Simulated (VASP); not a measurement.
**Nd: single point with PBE**

Nd:

```
Nd
1.0
     2.64240    0.00000    0.00000
     0.00000    2.64240    0.00000
     0.00000    0.00000    2.64240
Nd
1
Direct
  0.00000 0.00000 0.00000
```

This isn't the form of Nd at room conditions, which is double hcp.

- Program: VASP 6.6.1
- Task: single point
- Functional: PBE
- Potentials or basis: VASP PAW PBE potentials, release 64 (Nd)
- Cutoff: 520 eV
- k mesh: 12 × 12 × 12
- Occupations: fermi-dirac, width 0.136057 eV
- Spin: no spin polarisation
- Dipole correction: no
- Further INCAR settings: ALGO = Normal; EDIFF = 1e-06; NBANDS = 13

```json
{"Pressure": "0.1 GPa", "Band gap on the k mesh": "zero (bands 7 and 8 overlap by 1.09 eV)"}
```

Levels at points of the mesh, in eV from the Fermi level:
| k point | band 4 | band 5 | band 6 | band 7 | band 8 | band 9 | band 10 | band 11 |
| --- | --- | --- | --- | --- | --- | --- | --- | --- |
| (0.00, 0.00, 0.00) | -15.75 | -2.06 | -2.06 | -1.89 | 0.18 | 0.18 | 0.18 | 0.89 |
| (0.50, 0.00, 0.00) | -14.93 | -0.85 | -0.66 | -0.37 | 0.53 | 0.53 | 0.78 | 1.33 |
| (0.50, 0.50, 0.00) | -14.16 | -5.17 | -0.49 | -0.49 | 0.38 | 0.78 | 0.78 | 1.19 |
| (0.50, 0.50, 0.50) | -19.81 | -2.65 | -2.65 | -2.65 | -0.96 | 0.61 | 0.61 | 0.61 |

Wall time 32 s on 1 thread of AMD EPYC 7R13, with other jobs on the host, peak memory 0.12 GiB.

Caveat: spin-orbit coupling is left out, which moves the levels of the heavy elements; semilocal functionals describe open f shells poorly, which spoils levels, moments and volumes. Spin polarisation is off, so any magnetic state and its effect on volume and gap are missing.
